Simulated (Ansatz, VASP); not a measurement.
# C in VASP and in Ansatz

The input INCAR:

```
PREC = Accurate
ENCUT = 520
EDIFF = 1E-7
ISMEAR = 0
SIGMA = 0.05
LREAL = False
LASPH = True
NELM = 80
ALGO = Normal
ISIF = 2
LWAVE = False
LCHARG = False
GGA = PE
NBANDS = 11
```

Contents of KPOINTS:

```
regular mesh
0
Gamma
  12 12 12
```

Contents of POSCAR:

```
C
1.0
    0.0000000000      1.6782436539      2.0138923847
    1.6782436539      0.0000000000      2.0138923847
    1.6782436539      1.6782436539      0.0000000000
C
2
Direct
    0.5000000000      0.5000000000      0.5000000000
    0.7500000000      0.7500000000      0.7500000000
```

Input for Ansatz:

```yaml
crystal:
  lattice:
    - [0.0, 1.6782436539, 2.0138923847]
    - [1.6782436539, 0.0, 2.0138923847]
    - [1.6782436539, 1.6782436539, 0.0]
  atoms:
    - { symbol: C, position: [0.5, 0.5, 0.5] }
    - { symbol: C, position: [0.75, 0.75, 0.75] }
basis:
  ecutwfc: 420
kpoints:
  mp_grid: { grid: [12, 12, 12] }
hamiltonian:
  xc: pbe
scf:
  occupations: { method: gaussian, width: 0.05 }
output:
  forces: true
  stress: true
  eigenvalues: true
```

Alike in both runs: task single point; functional PBE; k mesh 12 × 12 × 12; occupations gaussian, width 0.05 eV; no spin polarisation.

|  | VASP | Ansatz |
| --- | --- | --- |
| version | VASP 6.6.1 | Ansatz 0.2.0 |
| potentials or method | VASP PAW PBE potentials, release 64 (C), cutoff 520 eV | scalar-relativistic, plane waves, PAW |
| valence electrons in the cell | 8 | 8 |

```tsv
	VASP	Ansatz	Ansatz less VASP
gap on the k mesh at the Fermi level (eV)	1.87	1.88	+0.009
least direct gap on the mesh (eV)	4.04	4.04	+0.007
pressure (GPa)	3.7	3.1	-0.60
traceless stress, the component that is largest in VASP (GPa)	-132.29	-132.29	-0.005
```

The functional is the same, so the differences come from potentials, cutoffs and numerics.
